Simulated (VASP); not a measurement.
# SbBr (P4/nmm) in VASP: relaxation of cell and atoms with PBE

Aim: the relaxation of cell and atoms of SbBr with PBE.

Everything below comes from runs of VASP 6.6.1. Logs are shortened: lines on timing, memory, paths and dates and some standing lists are left out, and cuts for length are marked.

## (1) The cell of the first run

Symmetry: P4/nmm, No. 129, tetragonal system. Conventional cell: a = 4.718 Å, b = 4.718 Å, c = 5.029 Å, α = 90.00°, β = 90.00°, γ = 90.00°. Within 4.2 Å of Sb (site symmetry 4mm) lie 8 Br at 3.19 to 3.72 Å and 4 Sb at 3.42 Å. Br (site symmetry -4m2) has 8 Sb at 3.19 to 3.72 Å and 4 Br at 3.34 Å within 4.2 Å.

## (2) Relaxation of cell and atoms, PBE

INCAR

```
SYSTEM = SbBr
PREC = Accurate
ENCUT = 600
EDIFF = 1E-7
ISMEAR = 0
SIGMA = 0.1
LREAL = .False.
LASPH = .True.
NELM = 60
ALGO = Normal
ISIF = 3
LWAVE = .False.
LCHARG = .False.
GGA = PE
IBRION = 2
NSW = 100
EDIFFG = -0.01
```

KPOINTS

```
regular mesh
0
Gamma
  10 10 10
  0 0 0
```

POSCAR

```
SbBr
1.0
    4.7175902449      0.0000000000      0.0000000000
    0.0000000000      4.7175902449      0.0000000000
    0.0000000000      0.0000000000      5.0292917157
Sb Br
2 2
Direct
    0.0000000000      0.5000000000      0.4270929102
    0.5000000000      0.0000000000      0.5729070898
    0.0000000000      0.0000000000      0.0000000000
    0.5000000000      0.5000000000      0.0000000000
```

Potentials or basis: VASP PAW PBE potentials, release 64 (Sb, Br).

On the command line:

```bash
> cat potpaw_PBE.64/Sb/POTCAR potpaw_PBE.64/Br/POTCAR > POTCAR
> mpirun -np 1 vasp_std > vasp.out
```

OUTCAR:

```text
SYSTEM = SbBr
   PREC = Accurate
   ENCUT = 600
   EDIFF = 1E-7
   ISMEAR = 0
   LREAL = .False.
   LASPH = .True.
   NELM = 60
   ISIF = 3
   GGA = PE
   IBRION = 2
   NSW = 100
   EDIFFG = -0.01

 ion  position               nearest neighbor table
   1  0.000  0.500  0.427-   3 3.19   4 3.19   3 3.19   4 3.19   2 3.42   2 3.42   2 3.42   2 3.42

   2  0.500  0.000  0.573-   3 3.19   4 3.19   4 3.19   3 3.19   1 3.42   1 3.42   1 3.42   1 3.42

   3  0.000  0.000  0.000-   1 3.19   2 3.19   1 3.19   2 3.19
   4  0.500  0.500  0.000-   1 3.19   2 3.19   2 3.19   1 3.19

  LATTYP: Found a simple tetragonal cell.
 ALAT       =     4.7175902449
 C/A-ratio  =     1.0660721798

  Lattice vectors:

 A1 = (   4.7175902449,   0.0000000000,   0.0000000000)
 A2 = (   0.0000000000,   4.7175902449,   0.0000000000)
 A3 = (   0.0000000000,   0.0000000000,   5.0292917157)

Analysis of symmetry for initial positions (statically):
=====================================================================
 Subroutine PRICEL returns:
 Original cell was already a primitive cell.

 Routine SETGRP: Setting up the symmetry group for a
 simple tetragonal supercell.

 Subroutine GETGRP returns: Found 16 space group operations
 (whereof  8 operations were pure point group operations)
 out of a pool of 16 trial point group operations.

The static configuration has the point symmetry D_2d.
 The point group associated with its full space group is D_4h.

Analysis of symmetry for dynamics (positions and initial velocities):
=====================================================================
 Subroutine PRICEL returns:
 Original cell was already a primitive cell.

 Routine SETGRP: Setting up the symmetry group for a
 simple tetragonal supercell.

 Subroutine GETGRP returns: Found 16 space group operations
 (whereof  8 operations were pure point group operations)
 out of a pool of 16 trial point group operations.

The dynamic configuration has the point symmetry D_2d.
 The point group associated with its full space group is D_4h.

 Subroutine INISYM returns: Found 16 space group operations
 (whereof  8 operations are pure point group operations),
 and found     1 'primitive' translations

----------------------------------------------------------------------------------------

                                     Primitive cell

  volume of cell :     111.9302

  direct lattice vectors                    reciprocal lattice vectors
     4.717590245  0.000000000  0.000000000     0.211972628  0.000000000  0.000000000
     0.000000000  4.717590245  0.000000000     0.000000000  0.211972628  0.000000000
     0.000000000  0.000000000  5.029291716     0.000000000  0.000000000  0.198835155

  length of vectors
     4.717590245  4.717590245  5.029291716     0.211972628  0.211972628  0.198835155

  position of ions in fractional coordinates (direct lattice)
     0.000000000  0.500000000  0.427092910
     0.500000000  0.000000000  0.572907090
     0.000000000  0.000000000  0.000000000
     0.500000000  0.500000000  0.000000000

  ion indices of the primitive-cell ions
   primitive index   ion index
                 1           1
                 2           2
                 3           3
                 4           4

----------------------------------------------------------------------------------------

 KPOINTS: regular mesh

Automatic generation of k-mesh.
 Grid dimensions read from file:
 generate k-points for:   10   10   10

 Generating k-lattice:

  Cartesian coordinates                     Fractional coordinates (reciprocal lattice)
     0.021197263  0.000000000  0.000000000     0.100000000  0.000000000  0.000000000
     0.000000000  0.021197263  0.000000000     0.000000000  0.100000000  0.000000000
     0.000000000  0.000000000  0.019883516     0.000000000  0.000000000  0.100000000

  Length of vectors
     0.021197263  0.021197263  0.019883516

  Shift w.r.t. Gamma in fractional coordinates (k-lattice)
     0.000000000  0.000000000  0.000000000

 Subroutine IBZKPT returns following result:
 ===========================================

 Found    126 irreducible k-points:

 Following reciprocal coordinates:
            Coordinates               Weight
  0.000000  0.000000  0.000000      1.000000
  0.100000  0.000000  0.000000      4.000000
  0.200000  0.000000  0.000000      4.000000
  0.300000  0.000000  0.000000      4.000000
  0.400000  0.000000  0.000000      4.000000
  0.500000  0.000000  0.000000      2.000000
[... 16 lines left out ...]
  0.100000  0.000000  0.100000      8.000000
  0.200000  0.000000  0.100000      8.000000
 [... further k-points ...]
   k-points           NKPTS =    126   k-points in BZ     NKDIM =    126   number of bands    NBANDS=     16
   number of dos      NEDOS =    301   number of ions     NIONS =      4
   total plane-waves  NPLWV =  64000
   dimension x,y,z NGX =    40 NGY =   40 NGZ =   40
   dimension x,y,z NGXF=    80 NGYF=   80 NGZF=   80
   ions per type =               2   2
   NGX,Y,Z   is equivalent  to a cutoff of  14.10, 14.10, 13.22 a.u.
   NGXF,Y,Z  is equivalent  to a cutoff of  28.19, 28.19, 26.44 a.u.
 SYSTEM =  SbBr
   PREC   = accura    normal or accurate (medium, high low for compatibility)
   ISTART =      0    job   : 0-new  1-cont  2-samecut
   ICHARG =      2    charge: 1-file 2-atom 10-const
   ISPIN  =      1    spin polarized calculation?
   LNONCOLLINEAR =      F non collinear calculations
   LSORBIT =      F    spin-orbit coupling
   LASPH  =      T    aspherical Exc in radial PAW
   ENCUT  =  600.0 eV  44.10 Ry    6.64 a.u.   9.42  9.42 10.04*2*pi/ulx,y,z
   NELM   =     60;   NELMIN=  2; NELMDL= -5     # of ELM steps
   EDIFF  = 0.1E-06   stopping-criterion for ELM
   LREAL  =      F    real-space projection
   EDIFFG = -.1E-01   stopping-criterion for IOM
   NSW    =    100    number of steps for IOM
   IBRION =      2    ionic relax: 0-MD 1-quasi-New 2-CG
   NFREE  =      1    steps in history (QN), initial steepest desc. (CG)
   ISIF   =      3    stress and relaxation
   ISYM   =      2    0-nonsym 1-usesym 2-fastsym
   POTIM  = 0.5000    time-step for ionic-motion
   TEBEG  =    0.0;   TEEND  =   0.0 temperature during run
   PSTRESS=    0.0 pullay stress
   NELECT =      24.0000    total number of electrons
   NUPDOWN=      -1.0000    fix difference up-down
   EMIN   =  10.00;   EMAX   =-10.00  energy-range for DOS
   EFERMI =   0.00;   METHOD = LEGACY
   ISMEAR =     0;   SIGMA  =   0.10  broadening in eV -4-tet -1-fermi 0-gaus
   EFERMI_NEDOS =   21; number of points for ismear=-14 and -15
   IALGO  =     38    algorithm
   IMIX   =      4    mixing-type and parameters
     AMIX     =   0.40;   BMIX     =  1.00
     AMIX_MAG =   1.60;   BMIX_MAG =  1.00
  volume/ion in A,a.u.               =      27.98       188.84
  Fermi-wavevector in a.u.,A,eV,Ry     =   0.979857  1.851662 13.063230  0.960120
  Thomas-Fermi vector in A             =   2.110743
   LORBIT       =      0    0 simple, 1 ext, 2 COOP (PROOUT), +10 PAW based schemes
   GGA     = PE    functional components
   LHFCALC =     F    Hartree Fock is set to
   AEXX    =    0.0000 exact exchange contribution
   IVDW    =     0    specifies the selected vdW correction
   LEPSILON=     F    determine dielectric tensor
   LRPA    =     F    only Hartree local field effects (RPA)
 conjugate gradient relaxation of ions
 non-spin polarized calculation
 Gauss-broadening in eV      SIGMA  =   0.10
  energy-cutoff  :      600.00
  volume of cell :      111.93
 maximum number of plane-waves:      3764
 NGX is ok and might be reduce to    40
   NGX = 19   NGY = 19   NGZ = 21

--------------------------------------- Ionic step        1  -------------------------------------------

 number of electron      23.9999996 magnetization

 Free energy of the ion-electron system (eV)
  ---------------------------------------------------
  ext. energy  EPLUGINS =         0.00000000
  ---------------------------------------------------
  free energy    TOTEN  =       -10.80473088 eV

  energy without entropy =      -10.79545061  energy(sigma->0) =      -10.80009074

------------------------ aborting loop because EDIFF is reached ----------------------------------------

  FORCE on cell =-STRESS in cart. coord.  units (eV):
  Direction    XX          YY          ZZ          XY          YZ          ZX
  --------------------------------------------------------------------------------------
  -------------------------------------------------------------------------------------
  Total       -0.4210372     -0.4210372     -0.2661609      0.0000000      0.0000000      0.0000000
  in kB       -6.0267581     -6.0267581     -3.8098477      0.0000000      0.0000000      0.0000000
  external PRESSURE =      -5.2877880 kB  Pullay stress =       0.0000000 kB
[... 95 lines left out ...]
  FREE ENERGIE OF THE ION-ELECTRON SYSTEM (eV)
  ---------------------------------------------------
  free  energy   TOTEN  =       -10.8080614291 eV

  energy  without entropy=      -10.7988307129  energy(sigma->0) =      -10.80344607

[... ionic steps 4 to 9 ...]

--------------------------------------- Ionic step       10  -------------------------------------------

 number of electron      23.9999997 magnetization

------------------------ aborting loop because EDIFF is reached ----------------------------------------
[... 71 lines left out ...]
--------------------------------------- Ionic step       12  -------------------------------------------

 number of electron      23.9999997 magnetization

 Free energy of the ion-electron system (eV)
  ---------------------------------------------------
  ext. energy  EPLUGINS =         0.00000000
  ---------------------------------------------------
  free energy    TOTEN  =       -10.81391834 eV

  energy without entropy =      -10.80522752  energy(sigma->0) =      -10.80957293

 E-fermi :   5.3748     XC(G=0):  -9.6332

 val. band max:        5.3684505642   @ k =   0.4000   0.3000   0.1000
 cond. band min:       5.4025852185   @ k =   0.3000   0.3000   0.1000
 fundamental gap:      0.0341346543
 Fermi energy:         5.3748404419

 k-point     1 :       0.0000    0.0000    0.0000
  band No.  band energies     occupation
      1     -10.3117      2.00000
      2      -8.9295      2.00000
      3      -4.4224      2.00000
      4      -2.1281      2.00000
      5       0.4974      2.00000
      6       0.4974      2.00000
[... 433 lines left out ...]
      3      -4.3984      2.00000
      4      -2.5560      2.00000
      5       0.6485      2.00000
      6       0.7677      2.00000
[... 8 lines left out ...]
     15       7.8019      0.00000
     16       8.0464      0.00000

 [... further k-points ...]

------------------------ aborting loop because EDIFF is reached ----------------------------------------

  FORCE on cell =-STRESS in cart. coord.  units (eV):
  Direction    XX          YY          ZZ          XY          YZ          ZX
  --------------------------------------------------------------------------------------
  -------------------------------------------------------------------------------------
  Total       -0.0019926     -0.0019926      0.0141508      0.0000000     -0.0000000      0.0000000
  in kB       -0.0291512     -0.0291512      0.2070191      0.0000000     -0.0000000      0.0000000
  external PRESSURE =       0.0495722 kB  Pullay stress =       0.0000000 kB
[... 19 lines left out ...]
  FREE ENERGIE OF THE ION-ELECTRON SYSTEM (eV)
  ---------------------------------------------------
  free  energy   TOTEN  =       -10.8139183361 eV

  energy  without entropy=      -10.8052275218  energy(sigma->0) =      -10.80957293

 reached required accuracy - stopping structural energy minimisation
```

Wall time 25 min (1 thread of Oxide Virtual Turin-like, shared host); peak memory 0.42 GiB.

Results:

```
Free energy                           : -10.8139 eV
Relaxed volume                        : 27.38 Å³/atom
Relaxed cell                          : a = 4.700 Å, b = 4.700 Å, c = 4.958 Å, α = 90.00°, β = 90.00°, γ = 90.00°
Space group after relaxing (to 0.1 Å) : P4/nmm (No. 129)
Energy gained by relaxing             : 2.3 meV/atom
Ionic steps                           : 12
Pressure after relaxing               : 0.0 GPa
Band gap on the k mesh                : zero (bands 12 and 13 overlap by 1.19 eV)
```

Forces on the atoms (eV/Å):
```
Sb   0.000  0.000  0.003
Sb   0.000  0.000 -0.003
Br   0.000  0.000  0.000
Br   0.000  0.000  0.000
```

The path:
```
step  energy change (eV)  largest force (eV/Å)  pressure (GPa)  volume (Å³)
   1              0.0000                0.0830           -0.53       111.93
   2             -0.0033                0.0962            0.01       110.44
   3             -0.0033                0.0980            0.08       110.24
   4             -0.0043                0.0848            0.07       110.21
   5             -0.0064                0.0472            0.02       110.12
   6             -0.0066                0.0182           -0.04       109.93
   7             -0.0071                0.0075           -0.02       110.01
   8             -0.0082                0.0059           -0.03       109.90
   9             -0.0092                0.0022           -0.06       109.67
  10             -0.0092                0.0023           -0.06       109.68
  11             -0.0092                0.0036            0.05       109.37
  12             -0.0092                0.0025            0.00       109.52
```

Final structure:
```xyz
4
Lattice="4.6998 0.0000 0.0000 0.0000 4.6998 0.0000 0.0000 0.0000 4.9581" Properties=species:S:1:pos:R:3 pbc="T T T"
Sb    0.0000    2.3499    2.1867
Sb    2.3499    0.0000    2.7715
Br    0.0000    0.0000    0.0000
Br    2.3499    2.3499    0.0000
```

Levels at points of the mesh, in eV from the Fermi level:
```
           k point  band 8  band 9  band 10  band 11  band 12  band 13  band 14  band 15  band 16
(0.00, 0.00, 0.00)   -2.50   -1.54    -1.54    -0.68    -0.68     0.77     2.17     3.12     3.12
(0.50, 0.00, 0.00)   -3.54   -2.74    -2.74    -0.06    -0.06     0.73     0.73     1.05     1.05
(0.50, 0.50, 0.00)   -3.39   -3.26    -3.26    -0.78    -0.78    -0.61    -0.61     4.10     4.10
(0.00, 0.00, 0.50)   -2.46   -2.46    -2.21    -1.18    -1.18    -0.92    -0.44     2.83     2.83
(0.50, 0.00, 0.50)   -3.09   -3.08    -3.08    -0.54    -0.54     0.86     0.86     1.96     1.96
(0.50, 0.50, 0.50)   -5.47   -0.76    -0.76     0.21     0.21     2.03     2.03     3.62     3.62
```

Caveat: spin-orbit coupling is left out, which moves the levels of the heavy elements.

The gap in the log of VASP goes by the Fermi energy; the results here count the filled bands.